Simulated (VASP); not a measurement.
# SnO2: single point with LDA

Crystal: SnO2.

```
CELL_PARAMETERS angstrom
3.25147 1.87724 4.45375
-3.25147 1.87724 4.45375
0.00000 -3.75447 4.45375
ATOMIC_POSITIONS crystal
Sn 0.86118 0.86118 0.86118
Sn 0.36596 0.36596 0.86608
Sn 0.36596 0.86608 0.36596
Sn 0.86608 0.36596 0.36596
O 0.12599 0.62103 0.62103
O 0.62103 0.12599 0.62103
O 0.62103 0.62103 0.12599
O 0.60805 0.60805 0.60805
O 0.12486 0.12486 0.12486
O 0.10411 0.10411 0.60907
O 0.10411 0.60907 0.10411
O 0.60907 0.10411 0.10411
```

```yaml
Program: VASP 6.6.1
Task: single point
Functional: LDA
Potentials_or_basis: VASP PAW LDA potentials, release 64 (Sn_d, O)
Cutoff: 600 eV
k_mesh: 6 × 6 × 6
Occupations: gaussian, width 0.1 eV
Spin: no spin polarisation
Dipole_correction: no
Further_INCAR_settings: ALGO = Normal; EDIFF = 1e-06; NBANDS = 64
```

The pressure is -9.4 GPa, the largest force is 0.588 eV/Å and the band gap on the k mesh is 1.44 eV.

Forces in eV/Å, atoms in the order of the input:
```
Sn   0.000  0.000  0.097
Sn   0.000  0.016 -0.035
Sn   0.014 -0.008 -0.035
Sn  -0.014 -0.008 -0.035
O   -0.037 -0.021  0.569
O    0.037 -0.021  0.569
O    0.000  0.043  0.569
O    0.000  0.000 -0.588
O    0.000  0.000  0.529
O    0.000  0.043 -0.546
O    0.037 -0.021 -0.546
O   -0.037 -0.021 -0.546
```

Stress tensor (GPa, compression positive):
```
-10.40   0.00   0.00
  0.00 -10.40   0.00
  0.00   0.00  -7.29
```

Levels at points of the mesh, in eV from the valence-band top:
| k point | band 50 | band 51 | band 52 | band 53 | band 54 | band 55 |
| --- | --- | --- | --- | --- | --- | --- |
| (0.00, 0.00, 0.00) | -0.03 | -0.03 | -0.02 | 1.44 | 4.58 | 4.59 |
| (0.50, 0.00, 0.00) | -0.38 | -0.06 | -0.04 | 3.89 | 3.92 | 5.32 |
| (0.50, 0.50, 0.00) | -0.52 | -0.11 | -0.11 | 4.24 | 4.27 | 5.32 |
| (0.50, 0.50, 0.50) | -0.83 | -0.83 | -0.83 | 3.17 | 5.01 | 5.03 |

Wall time 3.7 min on 1 thread of Intel(R) Xeon(R) 6975P-C (Granite Rapids), on a shared host, peak memory 0.44 GiB.

Caveat: the cell stands under tension; spin-orbit coupling is left out, which moves the levels of the heavy elements. A k mesh can miss the band edges.
